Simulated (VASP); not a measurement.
# Gd: single point with PBE

Gd:

```
Gd
1.0
     0.00000    2.54366    2.54366
     2.54366    0.00000    2.54366
     2.54366    2.54366    0.00000
Gd
1
Direct
  0.00000 0.00000 0.00000
```

```yaml
Program: VASP 6.6.1
Task: single point
Functional: PBE
Potentials_or_basis: VASP PAW PBE potentials, release 64 (Gd)
Cutoff: 520 eV
k_mesh: 13 × 13 × 13
Occupations: fermi-dirac, width 0.05 eV
Spin: collinear spin, ferromagnetic start
Starting_moments: "[7.0] μB"
Dipole_correction: no
Further_INCAR_settings: ALGO = Normal; EDIFF = 1e-07; NBANDS = 19
```

| Quantity | Value |
| --- | --- |
| Pressure | 0.0 GPa |
| Net moment | 7.43 μB per cell |
| Site moments | Gd +6.92 μB |
| Valence electrons inside the program's atomic spheres | Gd 15.21 |

Levels at points of the mesh, in eV from the Fermi level:
Spin up:
| k point | band 10 | band 11 | band 12 | band 13 | band 14 | band 15 | band 16 | band 17 |
| --- | --- | --- | --- | --- | --- | --- | --- | --- |
| (0.00, 0.00, 0.00) | -4.74 | -4.74 | -4.74 | 1.35 | 1.35 | 1.35 | 3.61 | 3.61 |
Spin down:
```tsv
k point	band 1	band 2	band 3	band 4	band 5	band 6	band 7	band 8	band 9	band 10
(0.00, 0.00, 0.00)	-42.08	-19.96	-19.96	-19.96	-4.33	0.28	0.48	0.48	0.48	0.75
```

Run time: 3.9 min on 1 thread of Intel Xeon 6975P-C, with other jobs on the host, peak memory 0.24 GiB.

Caveat: spin-orbit coupling is left out, which moves the levels of the heavy elements. The state reached can hang on the start; a lower one may exist.
